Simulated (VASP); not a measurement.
# TaN (Fm-3m) in VASP: further runs, part 2 of 2

VASP 6.6.1. The steps go on from the part before.

## 3. Single point, revPBE+D4

The input, INCAR:

```
SYSTEM = TaN
PREC = Accurate
ENCUT = 520
EDIFF = 1E-7
ISMEAR = -1
SIGMA = 0.05
LREAL = .FALSE.
LASPH = .TRUE.
NELM = 100
ALGO = Normal
ISIF = 2
LWAVE = .FALSE.
LCHARG = .FALSE.
GGA = RE
IVDW = 13
NBANDS = 15
```

The input, KPOINTS:

```
regular mesh
0
G
  10 10 10
  0 0 0
```

The input, POSCAR:

```
TaN
1.0
    0.0000000000      2.1929339901      2.1929339901
    2.1929339901      0.0000000000      2.1929339901
    2.1929339901      2.1929339901      0.0000000000
Ta N
1 1
Direct
    0.5000000000      0.5000000000      0.5000000000
    0.0000000000      0.0000000000      0.0000000000
```

Potentials or basis: VASP PAW PBE potentials, release 64 (Ta_pv, N).

Launch:

```
> cat potpaw_PBE.64/Ta_pv/POTCAR potpaw_PBE.64/N/POTCAR > POTCAR
> mpirun -np 1 vasp_std > vasp.out
```

OUTCAR:

```text
SYSTEM = TaN
   PREC = Accurate
   ENCUT = 520
   EDIFF = 1E-7
   ISMEAR = -1
   LREAL = .FALSE.
   LASPH = .TRUE.
   NELM = 100
   ISIF = 2
   GGA = RE
   IVDW = 13

 ion  position               nearest neighbor table
   1  0.500  0.500  0.500-   2 2.19   2 2.19   2 2.19   2 2.19   2 2.19   2 2.19
   2  0.000  0.000  0.000-   1 2.19   1 2.19   1 2.19   1 2.19   1 2.19   1 2.19

  LATTYP: Found a face centered cubic cell.
 ALAT       =     4.3858679802

  Lattice vectors:

 A1 = (   0.0000000000,   2.1929339901,   2.1929339901)
 A2 = (   2.1929339901,   0.0000000000,   2.1929339901)
 A3 = (   2.1929339901,   2.1929339901,   0.0000000000)

Analysis of symmetry for initial positions (statically):
=====================================================================
 Subroutine PRICEL returns:
 Original cell was already a primitive cell.

 Routine SETGRP: Setting up the symmetry group for a
 face centered cubic supercell.

 Subroutine GETGRP returns: Found 48 space group operations
 (whereof 48 operations were pure point group operations)
 out of a pool of 48 trial point group operations.

The static configuration has the point symmetry O_h .

Analysis of symmetry for dynamics (positions and initial velocities):
=====================================================================
 Subroutine PRICEL returns:
 Original cell was already a primitive cell.

 Routine SETGRP: Setting up the symmetry group for a
 face centered cubic supercell.

 Subroutine GETGRP returns: Found 48 space group operations
 (whereof 48 operations were pure point group operations)
 out of a pool of 48 trial point group operations.

The dynamic configuration has the point symmetry O_h .

 Subroutine INISYM returns: Found 48 space group operations
 (whereof 48 operations are pure point group operations),
 and found     1 'primitive' translations

----------------------------------------------------------------------------------------

                                     Primitive cell

  volume of cell :      21.0915

  direct lattice vectors                    reciprocal lattice vectors
     0.000000000  2.192933990  2.192933990    -0.228005039  0.228005039  0.228005039
[... 119 lines left out ...]
  volume of cell :       21.09
 maximum number of plane-waves:       588
   NGX = 11   NGY = 11   NGZ = 11

 number of electron      16.0000002 magnetization

 Free energy of the ion-electron system (eV)
  ---------------------------------------------------
  ext. energy  EPLUGINS =         0.00000000
  ---------------------------------------------------
  free energy    TOTEN  =       -20.95880216 eV

  energy without entropy =      -20.95309415  energy(sigma->0) =      -20.95594816

 E-fermi :   9.7471     XC(G=0): -13.4398

 val. band max:        9.6485243123   @ k =  -0.2000   0.2000   0.0000
 cond. band min:       9.7839456462   @ k =  -0.3000   0.3000   0.1000
 fundamental gap:      0.1354213339
 Fermi energy:         9.7470865786

 k-point     1 :       0.0000    0.0000    0.0000
  band No.  band energies     occupation
      1     -26.0855      2.00000
      2     -26.0855      2.00000
      3     -26.0855      2.00000
      4      -9.2595      2.00000
      5       5.8701      2.00000
      6       5.8701      2.00000
      7       5.8701      2.00000
      8       7.5898      2.00000
      9       7.5898      2.00000
     10       7.5898      2.00000
     11       9.7877      0.61471
     12       9.7877      0.61470
     13      11.2851      0.00000
     14      19.0997      0.00000
[... 401 lines left out ...]
      2     -26.3331      2.00000
      3     -26.3067      2.00000
      4      -7.6958      2.00000
      5       1.7200      2.00000
      6       3.7806      2.00000
      7       4.4776      2.00000
      8       5.8123      2.00000
      9      11.9238      0.00000
     10      12.6816      0.00000
     11      12.7625      0.00000
     12      13.6693      0.00000
     13      18.2255      0.00000
     14      20.5133      0.00000
     15      22.1248      0.00000

 [... further k-points ...]

------------------------ aborting loop because EDIFF is reached ----------------------------------------

  DFT-D4 for vdW energy calculation

  Edisp (eV):   -1.12316

  FORCE on cell =-STRESS in cart. coord.  units (eV):
  Direction    XX          YY          ZZ          XY          YZ          ZX
  --------------------------------------------------------------------------------------
  -------------------------------------------------------------------------------------
  Total       0.11147     0.11147     0.11147    -0.00000    -0.00000     0.00000
  in kB       8.46792     8.46792     8.46792    -0.00000    -0.00000     0.00000
  external pressure =        8.47 kB  Pullay stress =        0.00 kB

 VOLUME and BASIS-vectors are now :
 -----------------------------------------------------------------------------
  energy-cutoff  :      520.00
  volume of cell :       21.09
      direct lattice vectors                 reciprocal lattice vectors
     0.000000000  2.192933990  2.192933990    -0.228005039  0.228005039  0.228005039
     2.192933990  0.000000000  2.192933990     0.228005039 -0.228005039  0.228005039
     2.192933990  2.192933990  0.000000000     0.228005039  0.228005039 -0.228005039

 POSITION                                       TOTAL-FORCE (eV/Angst)
 -----------------------------------------------------------------------------------
      2.19293      2.19293      2.19293        -0.000000     -0.000000     -0.000000
      0.00000      0.00000      0.00000         0.000000      0.000000      0.000000
 -----------------------------------------------------------------------------------
    total drift:                                0.000000     -0.000000     -0.000000

  FREE ENERGIE OF THE ION-ELECTRON SYSTEM (eV)
  ---------------------------------------------------
  free  energy   TOTEN  =       -22.0819658074 eV

  energy  without entropy=      -22.0762577980  energy(sigma->0) =      -22.07911180
```

It took 8.4 s on 1 thread of Intel Xeon Platinum 8488C (Sapphire Rapids), shared host; peak memory 0.15 GiB.

What came out:

```yaml
Free_energy: -22.0820 eV
Pressure: 0.8 GPa
Band_gap_on_the_k_mesh: zero (band 8 reaches 11.64 eV, above the bottom of band 9 at 7.59 eV)
Dispersion_energy_per_atom: -0.562 eV
```

Caveat: the PAW data sets were made with another functional, which shifts forces and pressure a little; spin-orbit coupling is left out, which moves the levels of the heavy elements; pairwise dispersion overbinds metals, which lowers pressure and volume.

## 4. Single point, BLYP+D3(BJ)

This run uses another cell than the first one, of 10.59 Å³/atom, 1.003 times its volume.

The input, INCAR:

```
SYSTEM = TaN
PREC = Accurate
ENCUT = 520
EDIFF = 1E-6
ISMEAR = -1
SIGMA = 0.05
LREAL = .False.
LASPH = .True.
NELM = 80
ALGO = Normal
ISIF = 2
LWAVE = .False.
LCHARG = .False.
GGA = B5
ALDAX = 1.0
AGGAX = 1.0
AGGAC = 1.0
ALDAC = 0.0
IVDW = 12
VDW_S6 = 1.0
VDW_S8 = 2.6996
VDW_A1 = 0.4298
VDW_A2 = 4.2359
NBANDS = 15
```

The input, KPOINTS:

```
Automatic mesh
0
Gamma
  10 10 10
  0 0 0
```

The input, POSCAR:

```
TaN
1.0
    0.0000000000      2.1961671977      2.1961671977
    2.1961671977      0.0000000000      2.1961671977
    2.1961671977      2.1961671977      0.0000000000
Ta N
1 1
Direct
    0.5000000000      0.5000000000      0.5000000000
    0.0000000000      0.0000000000      0.0000000000
```

Potentials or basis: VASP PAW PBE potentials, release 64 (Ta_pv, N).

Launch:

```
> cat potpaw_PBE.64/Ta_pv/POTCAR potpaw_PBE.64/N/POTCAR > POTCAR
> mpirun -np 1 vasp_std > vasp.out
```

OUTCAR:

```text
SYSTEM = TaN
   PREC = Accurate
   ENCUT = 520
   EDIFF = 1E-6
   ISMEAR = -1
   LREAL = .False.
   LASPH = .True.
   NELM = 80
   ISIF = 2
   GGA = B5
   IVDW = 12
 IVDW          = 12

 ion  position               nearest neighbor table
   1  0.500  0.500  0.500-   2 2.20   2 2.20   2 2.20   2 2.20   2 2.20   2 2.20
   2  0.000  0.000  0.000-   1 2.20   1 2.20   1 2.20   1 2.20   1 2.20   1 2.20

  LATTYP: Found a face centered cubic cell.
 ALAT       =     4.3923343954

  Lattice vectors:

[... 619 lines left out ...]

 Edisp (eV)   -2.21101

 E8    (eV) :    -1.6666

  FORCE on cell =-STRESS in cart. coord.  units (eV):
  Direction    XX          YY          ZZ          XY          YZ          ZX
  --------------------------------------------------------------------------------------
  -------------------------------------------------------------------------------------
  Total       0.29205     0.29205     0.29205     0.00000     0.00000     0.00000
  in kB      22.08690    22.08690    22.08690     0.00000     0.00000     0.00000
  external pressure =       22.09 kB  Pullay stress =        0.00 kB

 VOLUME and BASIS-vectors are now :
 -----------------------------------------------------------------------------
  energy-cutoff  :      520.00
  volume of cell :       21.18
      direct lattice vectors                 reciprocal lattice vectors
     0.000000000  2.196167198  2.196167198    -0.227669369  0.227669369  0.227669369
     2.196167198  0.000000000  2.196167198     0.227669369 -0.227669369  0.227669369
     2.196167198  2.196167198  0.000000000     0.227669369  0.227669369 -0.227669369

 POSITION                                       TOTAL-FORCE (eV/Angst)
 -----------------------------------------------------------------------------------
      2.19617      2.19617      2.19617        -0.000000     -0.000000      0.000000
      0.00000      0.00000      0.00000         0.000000      0.000000      0.000000
 -----------------------------------------------------------------------------------
    total drift:                                0.000000     -0.000000     -0.000000

  FREE ENERGIE OF THE ION-ELECTRON SYSTEM (eV)
  ---------------------------------------------------
  free  energy   TOTEN  =       -21.9936834348 eV

  energy  without entropy=      -21.9872269517  energy(sigma->0) =      -21.99045519
```

OSZICAR:

```text
N       E                     dE             d eps       ncg     rms          rms(c)
DAV:   1     0.910383997218E+02    0.91038E+02   -0.87408E+03  1410   0.112E+03
DAV:   2    -0.205649740059E+02   -0.11160E+03   -0.10495E+03  1739   0.300E+02
DAV:   3    -0.233777636116E+02   -0.28128E+01   -0.28021E+01  1550   0.449E+01
DAV:   4    -0.233886123949E+02   -0.10849E-01   -0.10846E-01  1851   0.301E+00
DAV:   5    -0.233886828068E+02   -0.70412E-04   -0.70410E-04  1550   0.218E-01    0.240E+01
DAV:   6    -0.198776086968E+02    0.35111E+01   -0.72190E+00  1614   0.291E+01    0.946E+00
DAV:   7    -0.198124910644E+02    0.65118E-01   -0.61520E-01  1711   0.681E+00    0.696E+00
DAV:   8    -0.197908423567E+02    0.21649E-01   -0.16431E-01  1508   0.355E+00    0.224E+00
DAV:   9    -0.197826267133E+02    0.82156E-02   -0.19921E-02  1522   0.121E+00    0.276E-01
DAV:  10    -0.197826859153E+02   -0.59202E-04   -0.89431E-04  1697   0.314E-01    0.704E-02
DAV:  11    -0.197826728360E+02    0.13079E-04   -0.25150E-05  1550   0.527E-02    0.248E-02
DAV:  12    -0.197826744679E+02   -0.16319E-05   -0.62822E-06  1508   0.252E-02    0.490E-03
DAV:  13    -0.197826742869E+02    0.18097E-06   -0.16745E-07   761   0.418E-03
   1 F= -.21993683E+02 E0= -.21990455E+02  d E =-.645648E-02
```

stdout:

```text
POSCAR found type information on POSCAR TaN
 POSCAR found :  2 types and       2 ions
 scaLAPACK will be used
 -----------------------------------------------------------------------------
|                                                                             |
|                                                                             |
|     You enforced a specific xc type in the INCAR file but a different       |
|     I HOPE YOU KNOW WHAT YOU ARE DOING!                                     |
|                                                                             |
 -----------------------------------------------------------------------------

 LDA part: xc-table for (Slater(with rela. corr.)+VWN5), standard interpolation
 POSCAR, INCAR and KPOINTS ok, starting setup
 FFT: planning ... GRIDC
 FFT: planning ... GRID_SOFT
 FFT: planning ... GRID
 WAVECAR not read
 entering main loop
```

It took 12 s on 1 thread of Intel Xeon Platinum 8488C (Sapphire Rapids), shared host; peak memory 0.16 GiB.

What came out:

```
Free energy                : -21.9937 eV
Pressure                   : 2.2 GPa
Band gap on the k mesh     : zero (band 8 reaches 11.92 eV, above the bottom of band 9 at 8.00 eV)
Dispersion energy per atom : -1.106 eV
```

Caveat: the PAW data sets were made with another functional, which shifts forces and pressure a little; spin-orbit coupling is left out, which moves the levels of the heavy elements; pairwise dispersion overbinds metals, which lowers pressure and volume.

## 5. Single point, BLYP+D4

This run uses another cell than the first one, of 10.82 Å³/atom, 1.024 times its volume.

The input, INCAR:

```
SYSTEM = TaN
PREC = Accurate
ENCUT = 520
EDIFF = 1E-6
ISMEAR = -1
SIGMA = 0.05
LREAL = .FALSE.
LASPH = .TRUE.
NELM = 80
ALGO = Normal
ISIF = 2
LWAVE = .FALSE.
LCHARG = .TRUE.
GGA = B5
ALDAX = 1.0
AGGAX = 1.0
AGGAC = 1.0
ALDAC = 0.0
IVDW = 13
VDW_S6 = 1.0
VDW_S8 = 2.34076671
VDW_A1 = 0.44488865
VDW_A2 = 4.0933009
LELF = .TRUE.
LVHAR = .TRUE.
NBANDS = 15
```

The input, KPOINTS:

```
regular mesh
0
G
  10 10 10
  0 0 0
```

The input, POSCAR:

```
TaN
1.0
    0.0000000000      2.2116960213      2.2116960213
    2.2116960213      0.0000000000      2.2116960213
    2.2116960213      2.2116960213      0.0000000000
Ta N
1 1
Direct
    0.5000000000      0.5000000000      0.5000000000
    0.0000000000      0.0000000000      0.0000000000
```

Launch:

```
> cat potpaw_PBE.64/Ta_pv/POTCAR potpaw_PBE.64/N/POTCAR > POTCAR
> mpirun -np 1 vasp_std > vasp.out
```

It took 14 s on 1 thread of Intel Xeon Platinum 8488C (Sapphire Rapids), shared host; peak memory 0.14 GiB.

It converged, with:

```
Free energy                : -21.0063 eV
Pressure                   : 2.0 GPa
Band gap on the k mesh     : zero (band 8 reaches 11.61 eV, above the bottom of band 9 at 7.81 eV)
Dispersion energy per atom : -0.589 eV
```

Levels at points of the mesh, in eV from the Fermi level:
```tsv
k point	band 5	band 6	band 7	band 8	band 9	band 10	band 11	band 12
(0.00, 0.00, 0.00)	-3.80	-3.80	-3.80	-2.07	-2.07	-2.07	0.03	0.03
(0.50, 0.00, 0.00)	-10.10	-7.46	-7.46	1.73	1.73	1.86	4.17	7.21
(0.50, 0.50, 0.00)	-6.47	-5.25	-4.58	-4.58	1.98	3.28	3.28	4.31
```

Caveat: the PAW data sets were made with another functional, which shifts forces and pressure a little; spin-orbit coupling is left out, which moves the levels of the heavy elements; pairwise dispersion overbinds metals, which lowers pressure and volume.

## 6. Single point, PBE

This run uses another cell than the first one, of 10.81 Å³/atom, 1.024 times its volume.

The input, INCAR:

```
SYSTEM = TaN
PREC     = Accurate       ! precision mode
ENCUT    = 520            ! plane-wave cutoff, eV
EDIFF    = 1E-7           ! SCF threshold, eV
ISMEAR   = 0              ! smearing method
SIGMA    = 0.03           ! smearing width, eV
LREAL    = .False.        ! projectors in reciprocal space
LASPH    = .True.         ! aspherical terms in the spheres
NELM     = 60             ! most SCF steps
ALGO     = Normal         ! electronic algorithm
ISIF     = 2              ! what is computed and relaxed
LWAVE    = .False.        ! write WAVECAR
LCHARG   = .False.        ! write CHGCAR
GGA      = PE             ! functional
NBANDS   = 15             ! bands
```

The input, KPOINTS:

```
Automatic mesh
0
Gamma
  10 10 10
  0 0 0
```

The input, POSCAR:

```
TaN
1.0
    0.0000000000      2.2113230000      2.2113230000
    2.2113230000      0.0000000000      2.2113230000
    2.2113230000      2.2113230000      0.0000000000
Ta N
1 1
Direct
    0.5000000000      0.5000000000      0.5000000000
    0.0000000000      0.0000000000      0.0000000000
```

Potentials or basis: VASP PAW PBE potentials, release 64 (Ta_pv, N).

Launch:

```
> cat potpaw_PBE.64/Ta_pv/POTCAR potpaw_PBE.64/N/POTCAR > POTCAR
> mpirun -np 1 vasp_std > vasp.out
```

Wall time 8.4 s (1 thread of Intel Xeon Platinum 8488C (Sapphire Rapids), shared host); peak memory 0.14 GiB.

It converged, with:

```yaml
Free_energy: -21.8391 eV
Pressure: -0.6 GPa
Band_gap_on_the_k_mesh: zero (band 8 reaches 11.20 eV, above the bottom of band 9 at 7.29 eV)
```

Levels at points of the mesh, in eV from the Fermi level:
```
           k point  band 6  band 7  band 8  band 9  band 10  band 11
(0.00, 0.00, 0.00)   -3.81   -3.81   -2.12   -2.12    -2.12     0.00
(0.50, 0.00, 0.00)   -7.50   -7.50    1.79    1.79     1.89     3.72
(0.50, 0.50, 0.00)   -5.41   -4.64   -4.64    2.00     3.39     3.39
```

Caveat: spin-orbit coupling is left out, which moves the levels of the heavy elements.

## 7. The runs side by side

```tsv
level	cell	smearing	gap on the mesh (eV)	pressure (GPa)
RPBE+D4	a = 3.103 Å, angles 60.0°, 2 atoms	fermi-dirac 0.05 eV	none	0.8
revPBE+D4	a = 3.101 Å, angles 60.0°, 2 atoms	fermi-dirac 0.05 eV	none	0.8
BLYP+D3(BJ)	a = 3.106 Å, angles 60.0°, 2 atoms	fermi-dirac 0.05 eV	none	2.2
BLYP+D4	a = 3.128 Å, angles 60.0°, 2 atoms	fermi-dirac 0.05 eV	none	2.0
PBE	a = 3.127 Å, angles 60.0°, 2 atoms	gaussian 0.03 eV	none	-0.6
```

Alike in all rows: task single point; potentials or basis VASP PAW PBE potentials, release 64 (Ta_pv, N); no spin polarisation; k mesh 10 × 10 × 10; cutoff (eV) 520.

Caveats: spin-orbit coupling is left out, which moves the levels of the heavy elements; the PAW data sets were made with another functional, which shifts forces and pressure a little (some runs); pairwise dispersion overbinds metals, which lowers pressure and volume (some runs).

Total energies depend on the potentials used, so only differences within one code and one set of settings carry meaning.
